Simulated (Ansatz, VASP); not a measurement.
## PdPt2Se3: VASP beside Ansatz

```xyz
6
Lattice="5.0932 0.0000 0.0000 0.0000 5.0932 0.0000 0.0000 0.0000 7.0827" Properties=species:S:1:pos:R:3 pbc="T T T"
Pd    2.5466    2.5466    0.0000
Pt    0.0000    2.5466    0.0000
Pt    2.5466    0.0000    0.0000
Se    2.5466    2.5466    2.3621
Se    2.5466    2.5466    4.7206
Se    0.0000    0.0000    0.0000
```

Alike in both runs: functional PBE; k mesh 8 × 8 × 6; occupations gaussian, width 0.1 eV; no spin polarisation.

Ansatz relaxed the structure, and its values are those at the end. VASP's run is a single point on that final structure, the one shown.

|  | VASP | Ansatz |
| --- | --- | --- |
| version | VASP 6.6.1 | Ansatz 0.2.0 |
| potentials or method | VASP PAW PBE potentials, release 64 (Pd, Pt, Se), cutoff 520 eV | scalar-relativistic, plane waves, PAW |
| valence electrons in the cell | 48 | 102 |

|  | VASP | Ansatz | Ansatz less VASP |
| --- | --- | --- | --- |
| gap on the k mesh at the Fermi level (eV) | none | none | - |
| pressure (GPa) | 0.0 | 0.0 | +0.03 |

A gap of «none» marks a metal or a gap that the smearing closes. VASP's potentials hold 48 valence electrons a cell and Ansatz's 102, so a difference there can come from the potentials and not from the codes. Ansatz's warnings: xc potential rough in thin density.

Spin-orbit coupling is off throughout.
